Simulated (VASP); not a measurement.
A run of VASP 6.6.1:

The input INCAR:

```
SYSTEM = SiAs3
PREC = Accurate
ENCUT = 520
EDIFF = 1E-7
ISMEAR = 0
SIGMA = 0.1
LREAL = .FALSE.
LASPH = .TRUE.
NELM = 80
ALGO = Normal
ISIF = 2
LWAVE = .FALSE.
LCHARG = .FALSE.
GGA = PE
NBANDS = 18
```

The input KPOINTS:

```
regular mesh
0
G
  16 16 16
  0 0 0
```

POSCAR

```
SiAs3
1.0
   -2.3396884701      2.3396884701      3.3120314943
    2.3396884701     -2.3396884701      3.3120314943
    2.3396884701      2.3396884701     -3.3120314943
Si As
1 3
Direct
    0.0000000000      0.0000000000      0.0000000000
    0.7500000000      0.2500000000      0.5000000000
    0.2500000000      0.7500000000      0.5000000000
    0.5000000000      0.5000000000      0.0000000000
```

Potentials or basis: VASP PAW PBE potentials, release 64 (Si, As).

The run is started by

```console
$ cat potpaw_PBE.64/Si/POTCAR potpaw_PBE.64/As/POTCAR > POTCAR
$ mpirun -np 1 vasp_std > vasp.out
```

Hardware: 1 thread of Oxide Virtual Turin-like Processor (shared host).

Q: How long does it take, and how much memory?

A: Wall time 7.3 min on 1 thread of Oxide Virtual Turin-like Processor, on a shared host, peak memory 0.47 GiB. Counts: scf iterations 12, k points 349.
